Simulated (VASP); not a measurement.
Runs of VASP 6.6.1 on MoSe. The structure is cubic, space group Pm-3m (No. 221). The conventional cell has a = 3.500 Å, b = 3.500 Å, c = 3.500 Å, α = 90.00°, β = 90.00°, γ = 90.00°. Within 4.0 Å of Mo (site symmetry m-3m) lie 8 Se at 3.03 Å and 6 Mo at 3.50 Å. Within 4.0 Å of Se (site symmetry m-3m) lie 8 Mo at 3.03 Å and 6 Se at 3.50 Å. 

| task | level | cell | k mesh | cutoff (eV) | smearing | grid for exact exchange (PRECFOCK) | share of exact exchange | screening parameter | gap on the mesh (eV) | pressure (GPa) |
| --- | --- | --- | --- | --- | --- | --- | --- | --- | --- | --- |
| single point | HSE06 | as given | 4 × 4 × 4 | 520 | fermi-dirac 0.1 eV | Normal | 0.25 | 0.2079 1/Å | none | (a) |
| single point | r2SCAN | as given | 10 × 10 × 10 | 520 | gaussian 0.05 eV | - | - | - | none | -28.0 |
| single point | r2SCAN | as given | 9 × 9 × 9 | 520 | gaussian 0.05 eV | - | - | - | none | -28.2 |
| relaxation of cell and atoms | HF | relaxed | 4 × 4 × 4 | 600 | fermi-dirac 0.05 eV | Normal | 1 | - | 7.84 | 0.0 |

Alike in all rows: potentials or basis VASP PAW PBE potentials, release 64 (Mo_sv, Se); no spin polarisation.

Q: Estimate the missing entries.

A: (a) -30.6.

Caveats: some runs use coarse meshes; the PAW data sets were made with another functional, which shifts forces and pressure a little; the cell stands under tension (at least some runs).

A k mesh can miss the band edges, and the runs leave out spin-orbit coupling on Mo, Se.

A gap of «none» marks levels without a gap at the run's occupations.
